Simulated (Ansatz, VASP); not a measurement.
# Two plane-wave programs on ZrTa3Nb

```
Zr Ta Nb
1.0
     4.82090    0.00000    0.00000
     0.00000    4.82090    0.00000
     0.00000    0.00000    4.82090
Zr Ta Nb
1 3 1
Direct
  0.50000 0.50000 0.50000
  0.00000 0.50000 0.50000
  0.50000 0.00000 0.50000
  0.50000 0.50000 0.00000
  0.00000 0.00000 0.00000
```

Alike in both runs: functional PBE; k mesh 8 × 8 × 8; occupations gaussian, width 0.1 eV; no spin polarisation.

Ansatz relaxed the structure, and its values are those at the end. VASP's run is a single point on that final structure, the one shown.

|  | VASP | Ansatz |
| --- | --- | --- |
| version | VASP 6.6.1 | Ansatz 0.2.0 |
| potentials or method | VASP PAW PBE potentials, release 64 (Zr_sv, Ta_pv, Nb_sv), cutoff 520 eV | scalar-relativistic, plane waves, PAW |
| valence electrons in the cell | 58 | 64 |

|  | VASP | Ansatz | Ansatz less VASP |
| --- | --- | --- | --- |
| gap on the k mesh at the Fermi level (eV) | none | none | - |
| pressure (GPa) | 0.3 | 0.0 | -0.32 |

A gap of «none» marks a metal or a gap that the smearing closes. With one functional, cell and mesh, what is left measures potentials, basis and numerics. VASP's potentials hold 58 valence electrons a cell and Ansatz's 64, so a difference there can come from the potentials and not from the codes.

Spin-orbit coupling is off throughout.
